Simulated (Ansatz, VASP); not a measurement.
**Two plane-wave programs on Si**

```xyz
2
Lattice="0.0000 2.7227 2.7227 2.7227 0.0000 2.7227 2.7227 2.7227 0.0000" Properties=species:S:1:pos:R:3 pbc="T T T"
Si    2.7227    2.7227    2.7227
Si    4.0841    4.0841    4.0841
```

Alike in both runs: task single point; functional r2SCAN; k mesh 8 × 8 × 8; occupations fermi-dirac, width 0.05 eV; no spin polarisation.

```csv
,VASP,Ansatz
version,VASP 6.6.1,Ansatz 0.2.0
potentials or method,"VASP PAW PBE potentials, release 64 (Si), cutoff 520 eV","plane waves (500 eV) with PAW, scalar-relativistic"
valence electrons in the cell,8,8
```

VASP gave:

| Quantity | Value |
| --- | --- |
| pressure (GPa) | -0.3 |

**Question.** Which values does Ansatz return?

**Answer.** Pressure (GPa): -0.1.

VASP's potentials were made for PBE, not for r2SCAN. With one functional, cell and mesh, what is left measures potentials, basis and numerics.
